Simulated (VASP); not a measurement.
# In8H (Pm) in VASP: single point with PBE

Aim: the single point of In8H with PBE.

Program: VASP 6.6.1. These are calculated values, not measurements. Logs are shortened: lines on timing, memory, paths and dates and some standing lists are left out, and cuts for length are marked.

## Step 1: The cell of the first run

The structure is monoclinic, space group Pm (No. 6). Conventional cell: a = 6.111 Å, b = 3.374 Å, c = 11.030 Å, α = 90.00°, β = 90.71°, γ = 90.00°. Within 4.4 Å of In (site symmetry m) lie 12 In at 3.37 to 3.69 Å and 2 H at 3.56 Å. In (site symmetry m) has 12 In at 3.28 to 3.70 Å and 1 H at 3.54 Å within 4.3 Å. Within 4.3 Å of In (site symmetry m) lie 12 In at 3.28 to 3.54 Å. In (site symmetry m) has 12 In at 3.30 to 3.54 Å within 4.3 Å. In (site symmetry m) has 12 In at 3.30 to 3.77 Å and 2 H at 3.37 Å within 4.3 Å. In (site symmetry m) has 1 H at 3.31 Å and 12 In at 3.35 to 3.53 Å within 4.4 Å. In (site symmetry m) has 2 H at 2.14 Å within 2.8 Å. Within 2.7 Å of In (site symmetry m) lie 1 H at 2.03 Å.

## Step 2: Single point, PBE

INCAR reads:

```
SYSTEM = In8H
PREC     = Accurate       ! precision mode
ENCUT    = 500            ! plane-wave cutoff, eV
EDIFF    = 1E-6           ! SCF threshold, eV
ISMEAR   = 0              ! smearing method
SIGMA    = 0.1            ! smearing width, eV
LREAL    = .False.        ! projectors in reciprocal space
LASPH    = .True.         ! aspherical terms in the spheres
NELM     = 120            ! most SCF steps
ALGO     = Normal         ! electronic algorithm
ISIF     = 2              ! what is computed and relaxed
LWAVE    = .False.        ! write WAVECAR
LCHARG   = .True.         ! write CHGCAR
GGA      = PE             ! functional
LVHAR    = .True.       
NBANDS   = 62             ! bands
GGA_COMPAT= .False.      
KPAR     = 4
```

KPOINTS reads:

```
Automatic mesh
0
Gamma
  10 10 4
  0 0 0
```

POSCAR reads:

```
In8H
1.0
    6.9793602526      0.1337900466     -0.0349973369
   -1.6869072736      2.9218091055      0.0000000000
   -0.0644672731     -0.0372201975     11.0299045437
In H
8 1
Direct
   -0.0206740730     -0.0206740730     -0.0134710807
    0.4832873512     -0.0167126488     -0.0008080804
    0.1572697050      0.6572697050      0.2337115261
    0.6663284369      0.6663284369      0.2383834117
   -0.0112612961     -0.0112612961      0.4804584521
    0.4829078567     -0.0170921433      0.4797827979
    0.3892409172      0.3892409172      0.7433955494
    0.8438295979      0.3438295979      0.7323011211
    0.1757381709      0.6757381709      0.7252939218
```

Potentials or basis: VASP PAW PBE potentials, release 64 (In_d, H).

Launch:

```
$ cat potpaw_PBE.64/In_d/POTCAR potpaw_PBE.64/H/POTCAR > POTCAR
$ mpirun -np 4 vasp_std > vasp.out
```

OUTCAR:

```text
SYSTEM = In8H
   PREC = Accurate
   ENCUT = 500
   EDIFF = 1E-6
   ISMEAR = 0
   LREAL = .False.
   LASPH = .True.
   NELM = 120
   ISIF = 2
   GGA = PE

 ion  position               nearest neighbor table
   1  0.979  0.979  0.987-   8 3.37   8 3.37   3 3.37   3 3.37   4 3.39   2 3.47   2 3.47   2 3.51
                             2 3.51   7 3.69
   2  0.483  0.983  0.999-   3 3.28   4 3.31   4 3.31   7 3.33   7 3.33   1 3.47   1 3.47   1 3.51
                             1 3.51   8 3.70
   3  0.157  0.657  0.234-   2 3.28   6 3.35   5 3.37   5 3.37   1 3.37   1 3.37   4 3.44   4 3.44
                             4 3.54   4 3.54
   4  0.666  0.666  0.238-   5 3.30   2 3.31   2 3.31   6 3.36   6 3.36   1 3.39   3 3.44   3 3.44
                             3 3.54   3 3.54
   5  0.989  0.989  0.480-   4 3.30   3 3.37   3 3.37   8 3.38   8 3.38   6 3.46   6 3.46   6 3.52
                             6 3.52   7 3.77
   6  0.483  0.983  0.480-   3 3.35   4 3.36   4 3.36   7 3.42   7 3.42   5 3.46   5 3.46   5 3.52
                             5 3.52   8 3.53
   7  0.389  0.389  0.743-   9 2.14   9 2.14   8 3.25   8 3.25   2 3.33   2 3.33   6 3.42   6 3.42
                             1 3.69   8 3.74   8 3.74   5 3.77
   8  0.844  0.344  0.732-   9 2.03   7 3.25   7 3.25   1 3.37   1 3.37   5 3.38   5 3.38   6 3.53
                             2 3.70   7 3.74   7 3.74
   9  0.176  0.676  0.725-   8 2.03   7 2.14   7 2.14

  LATTYP: Found a simple monoclinic cell.
 ALAT       =     6.1112985140
 B/A-ratio  =     0.5520618146
 C/A-ratio  =     1.8048792271
 COS(beta)  =    -0.0124752275

  Lattice vectors:

 A1 = (   5.2924529790,   3.0555991521,  -0.0349973369)
 A2 = (  -1.6869072736,   2.9218091055,   0.0000000000)
 A3 = (  -0.0644672731,  -0.0372201975,  11.0299045437)

Analysis of symmetry for initial positions (statically):
=====================================================================
 Subroutine PRICEL returns:
 Original cell was already a primitive cell.

 Routine SETGRP: Setting up the symmetry group for a
 simple monoclinic supercell.

 Subroutine GETGRP returns: Found  2 space group operations
 (whereof  2 operations were pure point group operations)
 out of a pool of  4 trial point group operations.

The static configuration has the point symmetry C_1h.

Analysis of symmetry for dynamics (positions and initial velocities):
=====================================================================
 Subroutine PRICEL returns:
 Original cell was already a primitive cell.

 Routine SETGRP: Setting up the symmetry group for a
 simple monoclinic supercell.

 Subroutine GETGRP returns: Found  2 space group operations
 (whereof  2 operations were pure point group operations)
 out of a pool of  4 trial point group operations.

The dynamic configuration has the point symmetry C_1h.

 Subroutine INISYM returns: Found  2 space group operations
 (whereof  2 operations are pure point group operations),
 and found     1 'primitive' translations

----------------------------------------------------------------------------------------

                                     Primitive cell

  volume of cell :     227.4063

  direct lattice vectors                    reciprocal lattice vectors
     6.979360253  0.133790047 -0.034997337     0.141716703  0.081820177  0.001104402
    -1.686907274  2.921809105  0.000000000    -0.006483500  0.338510458  0.001104402
    -0.064467273 -0.037220198 11.029904544     0.000449660  0.000259611  0.090666120

  length of vectors
     6.980730200  3.373814547 11.030155738     0.163644080  0.338574343  0.090667607

  position of ions in fractional coordinates (direct lattice)
     0.979325927  0.979325927  0.986528919
     0.483287351  0.983287351  0.999191920
     0.157269705  0.657269705  0.233711526
     0.666328437  0.666328437  0.238383412
     0.988738704  0.988738704  0.480458452
     0.482907857  0.982907857  0.479782798
     0.389240917  0.389240917  0.743395549
     0.843829598  0.343829598  0.732301121
     0.175738171  0.675738171  0.725293922

  ion indices of the primitive-cell ions
   primitive index   ion index
                 1           1
                 2           2
                 3           3
                 4           4
                 5           5
                 6           6
                 7           7
                 8           8
                 9           9

----------------------------------------------------------------------------------------

 KPOINTS: Automatic mesh

Automatic generation of k-mesh.
 Grid dimensions read from file:
 generate k-points for:   10   10    4

 Generating k-lattice:

  Cartesian coordinates                     Fractional coordinates (reciprocal lattice)
     0.014171670  0.008182018  0.000110440     0.100000000  0.000000000  0.000000000
    -0.000648350  0.033851046  0.000110440    -0.000000000  0.100000000  0.000000000
     0.000112415  0.000064903  0.022666530     0.000000000  0.000000000  0.250000000

  Length of vectors
     0.016364408  0.033857434  0.022666902

  Shift w.r.t. Gamma in fractional coordinates (k-lattice)
     0.000000000  0.000000000  0.000000000

 Subroutine IBZKPT returns following result:
 ===========================================

 Found    132 irreducible k-points:

 Following reciprocal coordinates:
            Coordinates               Weight
  0.000000  0.000000  0.000000      1.000000
  0.100000 -0.000000  0.000000      2.000000
  0.200000 -0.000000  0.000000      2.000000
  0.300000 -0.000000 -0.000000      2.000000
  0.400000 -0.000000 -0.000000      2.000000
  0.500000  0.000000 -0.000000      1.000000
[... 16 lines left out ...]
 -0.400000  0.300000 -0.000000      4.000000
 -0.300000  0.300000 -0.000000      2.000000
 [... further k-points ...]
   k-points           NKPTS =    132   k-points in BZ     NKDIM =    132   number of bands    NBANDS=     62
   number of dos      NEDOS =    301   number of ions     NIONS =      9
   total plane-waves  NPLWV = 120960
   dimension x,y,z NGX =    54 NGY =   28 NGZ =   80
   dimension x,y,z NGXF=   108 NGYF=   56 NGZF=  160
   ions per type =               8   1
   NGX,Y,Z   is equivalent  to a cutoff of  12.86, 13.80, 12.06 a.u.
   NGXF,Y,Z  is equivalent  to a cutoff of  25.72, 27.59, 24.12 a.u.
 SYSTEM =  In8H
   PREC   = accura    normal or accurate (medium, high low for compatibility)
   ISTART =      0    job   : 0-new  1-cont  2-samecut
   ICHARG =      2    charge: 1-file 2-atom 10-const
   ISPIN  =      1    spin polarized calculation?
   LNONCOLLINEAR =      F non collinear calculations
   LSORBIT =      F    spin-orbit coupling
   LASPH  =      T    aspherical Exc in radial PAW
   ENCUT  =  500.0 eV  36.75 Ry    6.06 a.u.  12.73  6.15 20.11*2*pi/ulx,y,z
   NELM   =    120;   NELMIN=  2; NELMDL= -5     # of ELM steps
   EDIFF  = 0.1E-05   stopping-criterion for ELM
   LREAL  =      F    real-space projection
   EDIFFG = 0.1E-04   stopping-criterion for IOM
   NSW    =      0    number of steps for IOM
   IBRION =     -1    ionic relax: 0-MD 1-quasi-New 2-CG
   NFREE  =      0    steps in history (QN), initial steepest desc. (CG)
   ISIF   =      2    stress and relaxation
   ISYM   =      2    0-nonsym 1-usesym 2-fastsym
   POTIM  = 0.5000    time-step for ionic-motion
   TEBEG  =    0.0;   TEEND  =   0.0 temperature during run
   PSTRESS=    0.0 pullay stress
   NELECT =     105.0000    total number of electrons
   NUPDOWN=      -1.0000    fix difference up-down
   EMIN   =  10.00;   EMAX   =-10.00  energy-range for DOS
   EFERMI =   0.00;   METHOD = LEGACY
   ISMEAR =     0;   SIGMA  =   0.10  broadening in eV -4-tet -1-fermi 0-gaus
   EFERMI_NEDOS =   21; number of points for ismear=-14 and -15
   IALGO  =     38    algorithm
   IMIX   =      4    mixing-type and parameters
     AMIX     =   0.40;   BMIX     =  1.00
     AMIX_MAG =   1.60;   BMIX_MAG =  1.00
  volume/ion in A,a.u.               =      25.27       170.51
  Fermi-wavevector in a.u.,A,eV,Ry     =   1.265330  2.391127 21.783738  1.601060
  Thomas-Fermi vector in A             =   2.398589
   LORBIT       =      0    0 simple, 1 ext, 2 COOP (PROOUT), +10 PAW based schemes
   GGA     = PE    functional components
   LHFCALC =     F    Hartree Fock is set to
   AEXX    =    0.0000 exact exchange contribution
   IVDW    =     0    specifies the selected vdW correction
   LEPSILON=     F    determine dielectric tensor
   LRPA    =     F    only Hartree local field effects (RPA)
 non-spin polarized calculation
 Gauss-broadening in eV      SIGMA  =   0.10
  energy-cutoff  :      500.00
  volume of cell :      227.41
 maximum number of plane-waves:      5808
 NGX is ok and might be reduce to    54
   NGX = 25   NGY = 13   NGZ = 41

 number of electron     104.9999993 magnetization

 Free energy of the ion-electron system (eV)
  ---------------------------------------------------
  ext. energy  EPLUGINS =         0.00000000
  ---------------------------------------------------
  free energy    TOTEN  =       -23.06122583 eV

  energy without entropy =      -23.04302151  energy(sigma->0) =      -23.05212367

 E-fermi :   6.7412     XC(G=0):  -9.9254

 val. band max:        6.7371092505   @ k =   0.1000   0.4000   0.5000
 cond. band min:       6.7472254561   @ k =   0.1000  -0.0000   0.2500
 fundamental gap:      0.0101162057
 Fermi energy:         6.7412173652

 k-point     1 :       0.0000    0.0000    0.0000
  band No.  band energies     occupation
      1      -8.0809      2.00000
      2      -8.0156      2.00000
      3      -7.9912      2.00000
      4      -7.9596      2.00000
      5      -7.9537      2.00000
      6      -7.9407      2.00000
[... 54 lines left out ...]
     61      12.4151      0.00000
     62      13.0423      0.00000

 k-point     2 :       0.1000   -0.0000    0.0000
  band No.  band energies     occupation
      1      -8.0779      2.00000
      2      -8.0132      2.00000
      3      -7.9885      2.00000
      4      -7.9580      2.00000
      5      -7.9520      2.00000
      6      -7.9394      2.00000
[... 1419 lines left out ...]
     61       9.5380      0.00000
     62      10.0227      0.00000

 k-point    24 :      -0.3000    0.3000   -0.0000
  band No.  band energies     occupation
      1      -7.9732      2.00000
      2      -7.9694      2.00000
      3      -7.9543      2.00000
      4      -7.9451      2.00000
      5      -7.9301      2.00000
      6      -7.9104      2.00000
[... 54 lines left out ...]
     61       9.6633      0.00000
     62       9.8910      0.00000

 [... further k-points ...]
[... 5 lines left out ...]
  --------------------------------------------------------------------------------------
  -------------------------------------------------------------------------------------
  Total       -0.0743133     -0.0100278     -0.0923751     -0.0556729      0.0255282      0.0442163
  in kB       -0.5235695     -0.0706501     -0.6508232     -0.3922397      0.1798575      0.3115232
  external PRESSURE =      -0.4150143 kB  Pullay stress =       0.0000000 kB

 VOLUME and BASIS-vectors are now :
 -----------------------------------------------------------------------------
  energy-cutoff  :      500.00
  volume of cell :      227.41
      direct lattice vectors                 reciprocal lattice vectors
     6.979360253  0.133790047 -0.034997337     0.141716703  0.081820177  0.001104402
    -1.686907274  2.921809105  0.000000000    -0.006483500  0.338510458  0.001104402
    -0.064467273 -0.037220198 11.029904544     0.000449660  0.000259611  0.090666120

 POSITION                                       TOTAL-FORCE (eV/Angst)
 -----------------------------------------------------------------------------------
      5.11944      2.95571     10.84705         0.006448      0.003723      0.001483
      1.64991      2.90045     11.00408         0.004323      0.002496      0.000646
     -0.02618      1.93276      2.57231         0.002831      0.001634     -0.002175
      3.51114      2.02716      2.60603        -0.003811     -0.002200     -0.003310
      5.20188      3.00331      5.26481        -0.003972     -0.002293      0.008079
      1.68138      2.91862      5.27506         0.014268      0.008237     -0.010293
      2.01211      1.16169      8.18596        -0.009294     -0.005366     -0.008164
      5.26217      1.09024      8.04768         0.002322      0.001341     -0.002577
      0.03987      1.97089      7.99377        -0.013114     -0.007571      0.016311
 -----------------------------------------------------------------------------------
    total drift:                               -0.000240     -0.000226     -0.000475

  FREE ENERGIE OF THE ION-ELECTRON SYSTEM (eV)
  ---------------------------------------------------
  free  energy   TOTEN  =       -23.0612258312 eV

  energy  without entropy=      -23.0430215111  energy(sigma->0) =      -23.05212367
```

It took 11 min on 4 MPI ranks of Intel Xeon Platinum 8259CL at 2.50GHz (Skylake/Cascade Lake), shared host; peak memory 1.2 GiB.

Results:

| Item | Value |
| --- | --- |
| Free energy | -23.0612 eV |
| Pressure | 0.0 GPa |
| Largest force | 0.022 eV/Å |

Forces on the atoms (eV/Å):
```
In   0.006  0.004  0.001
In   0.004  0.002  0.001
In   0.003  0.002 -0.002
In  -0.004 -0.002 -0.003
In  -0.004 -0.002  0.008
In   0.014  0.008 -0.010
In  -0.009 -0.005 -0.008
In   0.002  0.001 -0.003
H   -0.013 -0.008  0.016
```

Levels at points of the mesh, in eV from the Fermi level:
```tsv
k point	band 49	band 50	band 51	band 52	band 53	band 54	band 55	band 56
(0.00, 0.00, 0.00)	-3.38	-3.04	-2.61	-0.55	0.10	0.87	2.27	2.77
(0.50, 0.00, 0.00)	-2.01	-1.83	0.29	0.91	1.31	1.90	2.24	2.32
(0.00, 0.50, 0.00)	-3.05	-2.70	-2.54	-2.52	-0.67	0.20	0.34	0.44
(0.50, 0.50, 0.00)	-1.79	-0.86	-0.68	-0.37	-0.32	-0.26	-0.25	0.26
(0.00, 0.00, 0.50)	-2.59	-1.84	-1.71	-1.02	-0.72	-0.43	2.60	3.03
(0.50, 0.00, 0.50)	-0.67	0.22	0.32	0.52	1.15	1.27	1.38	1.49
(0.00, 0.50, 0.50)	-2.68	-1.57	-1.43	-1.41	-1.34	-1.28	-1.04	-0.95
(0.50, 0.50, 0.50)	-1.77	-1.17	-1.12	-1.04	-1.00	-0.33	-0.24	-0.07
```

Caveat: spin-orbit coupling is left out, which moves the levels of the heavy elements.
